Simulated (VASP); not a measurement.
Here is a VASP 6.6.1 calculation.

INCAR

```
SYSTEM = W
PREC = Accurate
ENCUT = 500
EDIFF = 1E-6
ISMEAR = 1
SIGMA = 0.05
LREAL = .FALSE.
LASPH = .TRUE.
NELM = 120
ALGO = Normal
ISIF = 2
LWAVE = .FALSE.
LCHARG = .FALSE.
GGA = PS
IVDW = 12
NBANDS = 13
GGA_COMPAT = .FALSE.
```

The input KPOINTS:

```
Automatic mesh
0
G
  10 10 10
  0 0 0
```

POSCAR

```
W
1.0
   -1.6031677168      1.6031677168      1.6031677168
    1.6031677168     -1.6031677168      1.6031677168
    1.6031677168      1.6031677168     -1.6031677168
W
1
Direct
    0.0000000000      0.0000000000      0.0000000000
```

Potentials or basis: VASP PAW PBE potentials, release 64 (W_sv).

Run with:

```console
$ cat potpaw_PBE.64/W_sv/POTCAR > POTCAR
$ mpirun -np 1 vasp_std > vasp.out
```

(1) What does it give for the dispersion energy per atom?

(2) Predict the band gap on the k mesh.

## Answers

(1) -0.715 eV.

(2) zero (band 7 reaches 15.61 eV, above the bottom of band 8 at 9.54 eV).

Caveat: three body term missing; spin-orbit coupling is left out, which moves the levels of the heavy elements.
